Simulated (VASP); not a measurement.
# NiO (Fm-3m) in VASP: further runs

NiO is run at these levels: LDA+U; tasks: single point.

Everything below comes from runs of VASP 6.6.1. Logs are shortened: lines on timing, memory, paths and dates and some standing lists are left out, and cuts for length are marked.

### Step 1. The cell of the first run

It takes space group Fm-3m (No. 225, cubic). The conventional cell has a = 4.183 Å, b = 4.183 Å, c = 4.183 Å, α = 90.00°, β = 90.00°, γ = 90.00°. Ni (site symmetry m-3m) has 6 O at 2.09 Å within 2.8 Å. O (site symmetry m-3m) has 6 Ni at 2.09 Å within 2.8 Å.

### Step 2. Single point, LDA+U, collinear spin, ferromagnetic start

The input, INCAR:

```
PREC     = Accurate       # precision mode
ENCUT    = 520            # plane-wave cutoff, eV
EDIFF    = 1E-6           # SCF threshold, eV
ISMEAR   = 0              # smearing method
SIGMA    = 0.05           # smearing width, eV
LREAL    = F              # projectors in reciprocal space
LASPH    = T              # aspherical terms in the spheres
NELM     = 150            # most SCF steps
ALGO     = Normal         # electronic algorithm
ISIF     = 2              # what is computed and relaxed
LWAVE    = F              # write WAVECAR
LCHARG   = F              # write CHGCAR
ISPIN    = 2              # spin polarisation
MAGMOM   = 1.8 1.8 0.32 0.32 # initial moments
LORBIT   = 11             # projections on sites
NUPDOWN  = 4.0            # fixed moment
LMAXMIX  = 4              # l up to which the mixer works
LDAU     = T              # DFT+U
LDAUTYPE = 2            
LDAUL    = 2 -1           # shell
LDAUU    = 4 0            # U, eV
LDAUJ    = 0 0          
LDAUPRINT= 1            
NBANDS   = 28             # bands
```

The input, KPOINTS:

```
Automatic mesh
0
Gamma
  8 8 8
```

The input, POSCAR:

```
NiO
1.0
    0.0000000000      2.0913095100      2.0913095100
    2.0913095100      0.0000000000      2.0913095100
    4.1826190200      4.1826190200      0.0000000000
Ni O
2 2
Direct
    0.0000000000      0.0000000000      0.0000000000
    0.0000000000      0.0000000000      0.5000000000
    0.5000000000      0.5000000000      0.2500000000
    0.5000000000      0.5000000000      0.7500000000
```

Potentials or basis: VASP PAW LDA potentials, release 64 (Ni, O).

On the command line:

```bash
> cat potpaw_LDA.64/Ni/POTCAR potpaw_LDA.64/O/POTCAR > POTCAR
> mpirun -np 1 vasp_std > vasp.out
```

OUTCAR:

```text
PREC = Accurate
   ENCUT = 520
   EDIFF = 1E-6
   ISMEAR = 0
   LREAL = F
   LASPH = T
   NELM = 150
   ISIF = 2
   ISPIN = 2
   LORBIT = 11
   NUPDOWN = 4.0

 ion  position               nearest neighbor table
   1  0.000  0.000  0.000-   4 2.09   3 2.09   4 2.09   3 2.09   4 2.09   3 2.09   2 2.96   2 2.96
                             2 2.96   2 2.96   2 2.96   2 2.96
   2  0.000  0.000  0.500-   3 2.09   3 2.09   4 2.09   3 2.09   4 2.09   4 2.09   1 2.96   1 2.96
                             1 2.96   1 2.96   1 2.96   1 2.96
   3  0.500  0.500  0.250-   1 2.09   1 2.09   2 2.09   1 2.09   2 2.09   2 2.09
   4  0.500  0.500  0.750-   2 2.09   1 2.09   2 2.09   1 2.09   2 2.09   1 2.09

  LATTYP: Found a trigonal (rhomboedric) cell.
 ALAT       =     5.1226411937
 COS(alpha) =     0.8333333333

  Lattice vectors:

 A1 = (   4.1826190200,   2.0913095100,  -2.0913095100)
 A2 = (   2.0913095100,   2.0913095100,  -4.1826190200)
 A3 = (   2.0913095100,   4.1826190200,  -2.0913095100)

Analysis of symmetry for initial positions (statically):
=====================================================================
 Subroutine PRICEL returns following result:

  LATTYP: Found a face centered cubic cell.
 ALAT       =     4.1826190200
[... 12 lines left out ...]
 Subroutine GETGRP returns: Found 12 space group operations
 (whereof 12 operations were pure point group operations)
 out of a pool of 12 trial point group operations.

The static configuration has the point symmetry D_3d.

Analysis of symmetry for dynamics (positions and initial velocities):
=====================================================================
 Subroutine PRICEL returns following result:

  LATTYP: Found a face centered cubic cell.
 ALAT       =     4.1826190200
[... 12 lines left out ...]
 Subroutine GETGRP returns: Found 12 space group operations
 (whereof 12 operations were pure point group operations)
 out of a pool of 12 trial point group operations.

The dynamic configuration has the point symmetry D_3d.

Analysis of structural, dynamic, and magnetic symmetry:
=====================================================================
[... 222 lines left out ...]
  o =  0.9723  v =  0.0000  0.0000  0.0000  0.0000  0.0000 -0.5774  0.5774  0.0000  0.5774  0.0000      0.0000  0.0000  0.0000  0.0000  0.0000  0.0000  0.0000  0.0000  0.0000  0.0000
  o =  0.9759  v = -0.8128 -0.4735  0.0000 -0.3394 -0.0000  0.0000  0.0000  0.0000  0.0000  0.0000      0.0000  0.0000  0.0000  0.0000  0.0000  0.0000  0.0000  0.0000  0.0000  0.0000
  o =  0.9759  v = -0.0774  0.6652  0.0000 -0.7426  0.0000  0.0000  0.0000  0.0000  0.0000  0.0000      0.0000  0.0000  0.0000  0.0000  0.0000  0.0000  0.0000  0.0000  0.0000  0.0000
  o =  0.9759  v =  0.5774 -0.5774  0.0000 -0.5774  0.0000  0.0000  0.0000  0.0000  0.0000  0.0000      0.0000  0.0000  0.0000  0.0000  0.0000  0.0000  0.0000  0.0000  0.0000  0.0000
  o =  1.0256  v =  0.0000  0.0000  1.0000  0.0000 -0.0000  0.0000  0.0000  0.0000  0.0000  0.0000      0.0000  0.0000  0.0000  0.0000  0.0000  0.0000  0.0000  0.0000  0.0000  0.0000
  o =  1.0256  v =  0.0000 -0.0000  0.0000  0.0000  1.0000  0.0000  0.0000  0.0000  0.0000  0.0000      0.0000  0.0000  0.0000  0.0000  0.0000  0.0000  0.0000  0.0000  0.0000  0.0000

 number of electron      32.0000011 magnetization       3.9999995

 Free energy of the ion-electron system (eV)
  ---------------------------------------------------
  ext. energy  EPLUGINS =         0.00000000
  ---------------------------------------------------
  free energy    TOTEN  =       -23.97551196 eV

  energy without entropy =      -23.97551196  energy(sigma->0) =      -23.97551196

 E-fermi :   5.8913     XC(G=0): -13.1300

 val. band max:        6.8517073805   @ k =   0.5000   0.0000   0.0000
 cond. band min:       7.5325613452   @ k =   0.0000   0.0000   0.0000
 fundamental gap:      0.6808539647
 Fermi energy:         7.1335764510

 spin component 1

 k-point     1 :       0.0000    0.0000    0.0000
  band No.  band energies     occupation
      1     -12.3532      1.00000
      2     -10.8742      1.00000
      3      -1.0319      1.00000
      4       0.2645      1.00000
      5       0.2645      1.00000
      6       2.0095      1.00000
[... 1481 lines left out ...]
     27      24.3391      0.00000
     28      28.6439      0.00000

 [... further k-points ...]

------------------------ aborting loop because EDIFF is reached ----------------------------------------

  FORCE on cell =-STRESS in cart. coord.  units (eV):
  Direction    XX          YY          ZZ          XY          YZ          ZX
  --------------------------------------------------------------------------------------
  -------------------------------------------------------------------------------------
  Total       -3.3528082     -3.3528082     -3.3528082     -0.0000764      0.0000764      0.0000764
  in kB     -146.8264731   -146.8264731   -146.8264731     -0.0033453      0.0033453      0.0033453
  external PRESSURE =    -146.8264731 kB  Pullay stress =       0.0000000 kB

 VOLUME and BASIS-vectors are now :
 -----------------------------------------------------------------------------
  energy-cutoff  :      520.00
  volume of cell :       36.59
      direct lattice vectors                 reciprocal lattice vectors
     0.000000000  2.091309510  2.091309510    -0.239084649  0.239084649  0.239084649
     2.091309510  0.000000000  2.091309510     0.239084649 -0.239084649  0.239084649
     4.182619020  4.182619020  0.000000000     0.119542324  0.119542324 -0.119542324

 POSITION                                       TOTAL-FORCE (eV/Angst)
 -----------------------------------------------------------------------------------
      0.00000      0.00000      0.00000        -0.000000     -0.000000      0.000000
      2.09131      2.09131      0.00000        -0.000000     -0.000000      0.000000
      2.09131      2.09131      2.09131         0.000000     -0.000000      0.000000
      4.18262      4.18262      2.09131         0.000000      0.000000     -0.000000
 -----------------------------------------------------------------------------------
    total drift:                                0.000000     -0.000000     -0.000000

  FREE ENERGIE OF THE ION-ELECTRON SYSTEM (eV)
  ---------------------------------------------------
  free  energy   TOTEN  =       -23.9755119605 eV

  energy  without entropy=      -23.9755119605  energy(sigma->0) =      -23.97551196

 total charge

# of ion       s       p       d       tot
------------------------------------------
    1        0.344   0.421   8.253   9.019
    2        0.344   0.421   8.253   9.019
    3        1.536   3.433   0.000   4.969
    4        1.536   3.433   0.000   4.969
--------------------------------------------------
tot          3.761   7.708  16.506  27.975

 magnetization (x)

# of ion       s       p       d       tot
------------------------------------------
    1        0.010   0.015   1.677   1.701
    2        0.010   0.015   1.677   1.701
    3        0.024   0.241   0.000   0.265
    4        0.024   0.241   0.000   0.265
--------------------------------------------------
tot          0.069   0.511   3.353   3.933
```

OSZICAR:

```text
N       E                     dE             d eps       ncg     rms          rms(c)
DAV:   1     0.257765963182E+03    0.25777E+03   -0.14781E+04  7624   0.151E+03
DAV:   2     0.132200298884E+01   -0.25644E+03   -0.23452E+03  7424   0.338E+02
DAV:   3    -0.250813148236E+02   -0.26403E+02   -0.25417E+02  8044   0.117E+02
DAV:   4    -0.256133079482E+02   -0.53199E+00   -0.53018E+00  7760   0.169E+01
DAV:   5    -0.256235788489E+02   -0.10271E-01   -0.10270E-01  8620   0.230E+00    0.215E+01
DAV:   6    -0.240716283374E+02    0.15520E+01   -0.25263E+01  9356   0.855E+01    0.249E+01
DAV:   7    -0.236433244165E+02    0.42830E+00   -0.40923E+00  9180   0.415E+01    0.118E+01
DAV:   8    -0.238864787470E+02   -0.24315E+00   -0.66340E-01  8876   0.639E+00    0.779E+00
DAV:   9    -0.239601416702E+02   -0.73663E-01   -0.61597E-02  9048   0.744E+00    0.979E-01
DAV:  10    -0.239760869463E+02   -0.15945E-01   -0.40334E-02 10168   0.224E+00    0.432E-01
DAV:  11    -0.239751538960E+02    0.93305E-03   -0.52810E-03  9300   0.162E+00    0.119E-01
DAV:  12    -0.239754435634E+02   -0.28967E-03   -0.12129E-03  8744   0.301E-01    0.723E-02
DAV:  13    -0.239755078665E+02   -0.64303E-04   -0.92033E-05  9920   0.184E-01    0.246E-02
DAV:  14    -0.239755115281E+02   -0.36616E-05   -0.35821E-05 10840   0.733E-02    0.747E-03
DAV:  15    -0.239755119605E+02   -0.43234E-06   -0.31612E-06  6432   0.144E-02
   1 F= -.23975512E+02 E0= -.23975512E+02  d E =-.731754E-14  mag=     4.0000
```

It took 2.3 min on 1 thread of Intel Xeon 8259CL, shared host; peak memory 0.23 GiB.

Results:

- Free energy: -23.9755 eV
- Pressure: -14.7 GPa
- Net moment: 4.00 μB per cell
- Site moments: Ni +1.70; O +0.27 μB
- Valence electrons inside the program's atomic spheres: Ni 9.02; O 4.97

Eigenvalues of the final occupation matrices:
| site | spin | trace | eigenvalues |
| --- | --- | --- | --- |
| site 1 d | 1 | 4.98 | 0.98 0.98 0.98 1.03 1.03 |
| site 1 d | 2 | 3.30 | 0.19 0.19 0.97 0.97 0.97 |
| site 2 d | 1 | 4.98 | 0.98 0.98 0.98 1.03 1.03 |
| site 2 d | 2 | 3.30 | 0.19 0.19 0.97 0.97 0.97 |

Caveat: the cell stands under tension; the total moment is fixed, so each spin has its own Fermi level.

### Step 3. Single point, LDA+U, collinear spin, ferromagnetic start

The input, INCAR:

```
SYSTEM = NiO
PREC = Accurate ; ENCUT = 520
EDIFF = 1E-6 ; ISMEAR = 0
SIGMA = 0.05 ; LREAL = .FALSE.
LASPH = .TRUE. ; NELM = 150
ALGO = Normal ; ISIF = 2
LWAVE = .FALSE. ; LCHARG = .TRUE.
ISPIN = 2 ; MAGMOM = 1 1 0 0
LORBIT = 11 ; NUPDOWN = 2.0
LMAXMIX = 4 ; LDAU = .TRUE.
LDAUTYPE = 2 ; LDAUL = 2 -1
LDAUU = 4 0 ; LDAUJ = 0 0
LDAUPRINT = 1 ; LELF = .TRUE.
LVHAR = .TRUE. ; NBANDS = 28
```

The input, KPOINTS:

```
regular mesh
0
G
  8 8 8
  0 0 0
```

POSCAR is that of step 2.

Potentials or basis: VASP PAW LDA potentials, release 64 (Ni, O).

On the command line:

```bash
> cat potpaw_LDA.64/Ni/POTCAR potpaw_LDA.64/O/POTCAR > POTCAR
> mpirun -np 1 vasp_std > vasp.out
```

OUTCAR:

```text
SYSTEM = NiO
   PREC = Accurate
   ENCUT = 520
   EDIFF = 1E-6
   ISMEAR = 0
   LREAL = .FALSE.
   LASPH = .TRUE.
   NELM = 150
   ISIF = 2
   ISPIN = 2
   LORBIT = 11
   NUPDOWN = 2.0

 ion  position               nearest neighbor table
   1  0.000  0.000  0.000-   4 2.09   3 2.09   4 2.09   3 2.09   4 2.09   3 2.09   2 2.96   2 2.96
                             2 2.96   2 2.96   2 2.96   2 2.96
   2  0.000  0.000  0.500-   3 2.09   3 2.09   4 2.09   3 2.09   4 2.09   4 2.09   1 2.96   1 2.96
                             1 2.96   1 2.96   1 2.96   1 2.96
   3  0.500  0.500  0.250-   1 2.09   1 2.09   2 2.09   1 2.09   2 2.09   2 2.09
   4  0.500  0.500  0.750-   2 2.09   1 2.09   2 2.09   1 2.09   2 2.09   1 2.09

  LATTYP: Found a trigonal (rhomboedric) cell.
 ALAT       =     5.1226411937
 COS(alpha) =     0.8333333333

  Lattice vectors:

 A1 = (   4.1826190200,   2.0913095100,  -2.0913095100)
[... 1814 lines left out ...]
 POSITION                                       TOTAL-FORCE (eV/Angst)
 -----------------------------------------------------------------------------------
      0.00000      0.00000      0.00000         0.000000      0.000000      0.000000
      2.09131      2.09131      0.00000         0.000000     -0.000000      0.000000
      2.09131      2.09131      2.09131        -0.000000     -0.000000     -0.000000
      4.18262      4.18262      2.09131        -0.000000      0.000000     -0.000000
 -----------------------------------------------------------------------------------
    total drift:                                0.000000     -0.000000     -0.000000

  FREE ENERGIE OF THE ION-ELECTRON SYSTEM (eV)
  ---------------------------------------------------
  free  energy   TOTEN  =       -22.7259006363 eV

  energy  without entropy=      -22.7216483165  energy(sigma->0) =      -22.72377448

 total charge

# of ion       s       p       d       tot
------------------------------------------
    1        0.327   0.394   8.409   9.130
    2        0.327   0.394   8.409   9.130
    3        1.552   3.352   0.000   4.904
    4        1.552   3.352   0.000   4.904
--------------------------------------------------
tot          3.758   7.492  16.818  28.068

 magnetization (x)

# of ion       s       p       d       tot
------------------------------------------
    1        0.009   0.011   0.955   0.975
    2        0.009   0.011   0.955   0.975
    3        0.015   0.009   0.000   0.024
    4        0.015   0.009   0.000   0.024
--------------------------------------------------
tot          0.049   0.040   1.910   1.999
```

OSZICAR:

```text
N       E                     dE             d eps       ncg     rms          rms(c)
DAV:   1     0.254175444389E+03    0.25418E+03   -0.14854E+04  7624   0.153E+03
DAV:   2     0.151880050393E+01   -0.25266E+03   -0.22906E+03  7428   0.336E+02
DAV:   3    -0.241920737358E+02   -0.25711E+02   -0.24350E+02  8060   0.116E+02
DAV:   4    -0.247103419420E+02   -0.51827E+00   -0.51604E+00  7744   0.167E+01
DAV:   5    -0.247204352223E+02   -0.10093E-01   -0.10092E-01  8632   0.229E+00    0.187E+01
DAV:   6    -0.240415067527E+02    0.67893E+00   -0.12792E+01  9228   0.733E+01    0.187E+01
DAV:   7    -0.225749569189E+02    0.14665E+01   -0.48527E+00  8052   0.549E+01    0.774E+00
DAV:   8    -0.226958647392E+02   -0.12091E+00   -0.53976E-01  9016   0.807E+00    0.431E+00
DAV:   9    -0.227236466601E+02   -0.27782E-01   -0.60047E-02 10168   0.296E+00    0.625E-01
DAV:  10    -0.227253985273E+02   -0.17519E-02   -0.15384E-02  8516   0.152E+00    0.152E-01
DAV:  11    -0.227258212712E+02   -0.42274E-03   -0.10055E-03  9672   0.375E-01    0.758E-02
DAV:  12    -0.227258849542E+02   -0.63683E-04   -0.14488E-04  9300   0.129E-01    0.317E-02
DAV:  13    -0.227258982539E+02   -0.13300E-04   -0.16839E-05 10924   0.653E-02    0.110E-02
DAV:  14    -0.227259006453E+02   -0.23914E-05   -0.52282E-06  7072   0.198E-02    0.384E-03
DAV:  15    -0.227259006363E+02    0.90567E-08   -0.70468E-07  4312   0.619E-03
   1 F= -.22725901E+02 E0= -.22723774E+02  d E =-.425232E-02  mag=     2.0000
```

stdout:

```text
POSCAR found type information on POSCAR NiO
 POSCAR found :  2 types and       4 ions
 scaLAPACK will be used
 LDA part: xc-table for (Slater(with rela. corr.)+CA(PZ))
 , standard interpolation
 POSCAR, INCAR and KPOINTS ok, starting setup
 FFT: planning ... GRIDC
 FFT: planning ... GRID_SOFT
 FFT: planning ... GRID
 WAVECAR not read
 entering main loop
```

Wall time 2 min (1 thread of Intel Xeon 8259CL, shared host); peak memory 0.23 GiB.

What came out:

```yaml
Free_energy: -22.7259 eV
Pressure: -23.2 GPa
Net_moment: 2.00 μB per cell
Site_moments: Ni +0.97; O +0.02 μB
Valence_electrons_inside_the_program's_atomic_spheres: Ni 9.13; O 4.90
```

Stress tensor (GPa, compression positive):
```
-23.19  -0.07   0.07
 -0.07 -23.19   0.07
  0.07   0.07 -23.19
```

Eigenvalues of the final occupation matrices:
| site | spin | trace | eigenvalues |
| --- | --- | --- | --- |
| site 1 d | 1 | 4.70 | 0.89 0.89 0.97 0.97 0.97 |
| site 1 d | 2 | 3.74 | 0.42 0.42 0.97 0.97 0.97 |
| site 2 d | 1 | 4.70 | 0.89 0.89 0.97 0.97 0.97 |
| site 2 d | 2 | 3.74 | 0.42 0.42 0.97 0.97 0.97 |

Caveat: the cell stands under tension; the total moment is fixed, so each spin has its own Fermi level. The state reached can hang on the start; a lower one may exist.
